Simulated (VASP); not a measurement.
## Si: single point with PBEsol

Si:

```
Si
1.0
     3.84030    0.00000    0.00000
     0.00000    3.84030    0.00000
     0.00000    0.00000    5.43100
Si
4
Cartesian
  0.0000 0.0000 0.0000
  1.9201 0.0000 1.3578
  1.9201 1.9201 2.7155
  0.0000 1.9201 4.0732
```

```yaml
Program: VASP 6.6.1
Task: single point
Functional: PBEsol
Potentials_or_basis: VASP PAW PBE potentials, release 64 (Si)
Cutoff: 500 eV
k_mesh: 8 × 8 × 6
Occupations: gaussian, width 0.01 eV
Spin: no spin polarisation
```

```yaml
Pressure: 0.2 GPa
Band_gap_on_the_k_mesh: 0.46 eV
```

Levels at points of the mesh, in eV from the valence-band top:
```tsv
k point	band 4	band 5	band 6	band 7	band 8	band 9	band 10	band 11	band 12	band 13
(0.00, 0.00, 0.00)	-2.87	-2.87	0.00	0.00	0.00	0.59	0.59	2.52	2.52	2.52
(0.50, 0.00, 0.00)	-5.49	-3.81	-3.81	-1.34	-1.34	2.36	2.36	4.74	4.74	5.06
(0.50, 0.50, 0.00)	-7.83	-2.87	-2.87	-2.87	-2.87	0.59	0.59	0.59	0.59	10.06
(0.00, 0.00, 0.50)	-3.52	-1.91	-1.91	-1.91	-1.91	1.03	1.03	3.02	3.02	5.72
(0.50, 0.00, 0.50)	-7.01	-1.20	-1.20	-1.20	-1.20	1.46	1.46	3.27	3.27	3.27
(0.50, 0.50, 0.50)	-7.66	-3.91	-3.91	-3.91	-3.91	4.17	4.17	4.17	4.17	4.94
```

It took 44 s on 1 thread of AMD EPYC 9R45 (Zen 5) (shared host), peak memory 0.16 GiB.

Caveat: the PAW data sets were made with another functional, which shifts forces and pressure a little. Expect the measured gap to be larger: semilocal functionals such as PBEsol lack the derivative discontinuity.
